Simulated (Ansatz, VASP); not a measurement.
KF: VASP beside Ansatz

Contents of INCAR:

```
SYSTEM = KF
PREC = Accurate
ENCUT = 520
EDIFF = 1E-6
ISMEAR = 0
SIGMA = 0.05
LREAL = .FALSE.
LASPH = .TRUE.
NELM = 60
ALGO = Normal
ISIF = 2
LWAVE = .FALSE.
LCHARG = .TRUE.
GGA = PE
LELF = .TRUE.
LVHAR = .TRUE.
NBANDS = 15
```

The input KPOINTS:

```
regular mesh
0
G
  8 8 8
  0 0 0
```

POSCAR

```
KF
1.0
    0.0000000000      2.7105354767      2.8121805571
    2.5207979933      0.0000000000      2.8121805571
    2.5207979933      2.7105354767      0.0000000000
K F
1 1
Direct
    0.0000000000      0.0000000000      0.0000000000
    0.5000000000      0.5000000000      0.5000000000
```

Input for Ansatz:

```yaml
crystal:
  lattice:
    - [0.0, 2.7105354767, 2.8121805571]
    - [2.5207979933, 0.0, 2.8121805571]
    - [2.5207979933, 2.7105354767, 0.0]
  atoms:
    - { symbol: K, position: [0.0, 0.0, 0.0] }
    - { symbol: F, position: [0.5, 0.5, 0.5] }
basis:
  ecutwfc: 520.0
kpoints:
  mp_grid: { grid: [8, 8, 8] }
hamiltonian:
  xc: pbe
scf:
  occupations: { method: gaussian, width: 0.05 }
output:
  forces: true
  stress: true
  eigenvalues: true
```

Change from the starting cell: normal strain along x -0.0700, normal strain along z +0.0375.

Alike in both runs: task single point; functional PBE; k mesh 8 × 8 × 8; occupations gaussian, width 0.05 eV; no spin polarisation.

|  | VASP | Ansatz |
| --- | --- | --- |
| version | VASP 6.6.1 | Ansatz 0.2.0 |
| potentials or method | VASP PAW PBE potentials, release 64 (K_sv, F), cutoff 520 eV | scalar-relativistic, plane waves, PAW |
| valence electrons in the cell | 16 | 16 |

VASP gave:

- gap on the k mesh at the Fermi level (eV): 5.97
- least direct gap on the mesh (eV): 5.97
- pressure (GPa): 2.0
- traceless stress, the component that is largest in VASP (GPa): 4.18

**Question.** What did Ansatz give for the same quantities?

**Answer.** gap on the k mesh at the Fermi level (eV): 5.98; least direct gap on the mesh (eV): 5.98; pressure (GPa): 2.0; traceless stress, the component that is largest in VASP (GPa): 4.02.

The functional is the same, so the differences come from potentials, cutoffs and numerics.
